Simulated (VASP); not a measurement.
Here is a VASP 6.6.1 calculation.

The input INCAR:

```
SYSTEM = CuO
  PREC = Accurate
  ENCUT = 520
  EDIFF = 1E-6
  ISMEAR = -1
  SIGMA = 0.05
  LREAL = .False.
  LASPH = .True.
  NELM = 100
  ALGO = Normal
  ISIF = 2
  LWAVE = .False.
  LCHARG = .True.
  GGA = RP
  IVDW = 13
  LELF = .True.
  LVHAR = .True.
  NBANDS = 25
```

The input KPOINTS:

```
regular mesh
0
Gamma
  10 10 5
  0 0 0
```

The input POSCAR:

```
CuO
1.0
    2.2940437287     -1.6763657078      0.0000000000
    2.2940437287      1.6763657078      0.0000000000
   -0.8326750593      0.0000000000      4.9546185987
Cu O
2 2
Direct
    0.5000000000      0.0000000000      0.5000000000
    0.0000000000      0.5000000000      0.0000000000
    0.4184000000      0.5816000000      0.7500000000
    0.5816000000      0.4184000000      0.2500000000
```

Potentials or basis: VASP PAW PBE potentials, release 64 (Cu, O).

Launch:

```sh
$ cat potpaw_PBE.64/Cu/POTCAR potpaw_PBE.64/O/POTCAR > POTCAR
$ mpirun -np 1 vasp_std > vasp.out
```

(1) What does it give for the band gap on the k mesh?

(2) Predict the dispersion energy per atom.

(3) Predict the largest force.

(4) Estimate the pressure.

Answers

(1) zero (bands 17 and 18 overlap by 0.60 eV).

(2) -0.725 eV.

(3) 0.074 eV/Å.

(4) 15.4 GPa.

Caveat: the cell stands under pressure; the PAW data sets were made with another functional, which shifts forces and pressure a little; semilocal functionals often make such compounds metallic where correlation or magnetic order opens a gap, which also shifts bond lengths.
